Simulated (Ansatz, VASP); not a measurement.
# Two plane-wave programs on Pd

```xyz
1
Lattice="2.6654 0.0000 0.0000 0.0000 2.6654 0.0000 0.0000 0.0000 2.6654" Properties=species:S:1:pos:R:3 pbc="T T T"
Pd    0.0000    0.0000    0.0000
```

Alike in both runs: task single point; functional PBEsol; k mesh 14 × 14 × 14; occupations fermi-dirac, width 0.1 eV; no spin polarisation.

|  | VASP | Ansatz |
| --- | --- | --- |
| version | VASP 6.6.1 | Ansatz 0.2.0 |
| potentials or method | VASP PAW PBE potentials, release 64 (Pd), cutoff 520 eV | plane waves (420 eV) with PAW, scalar-relativistic |
| valence electrons in the cell | 10 | 18 |

```tsv
	VASP	Ansatz	Ansatz less VASP
pressure (GPa)	-12.4	-12.2	+0.19
```

VASP's potentials were made for PBE, not for PBEsol, and Ansatz warns of the same on its side. With one functional, cell and mesh, what is left measures potentials, basis and numerics. VASP's potentials hold 10 valence electrons a cell and Ansatz's 18, so a difference there can come from the potentials and not from the codes.
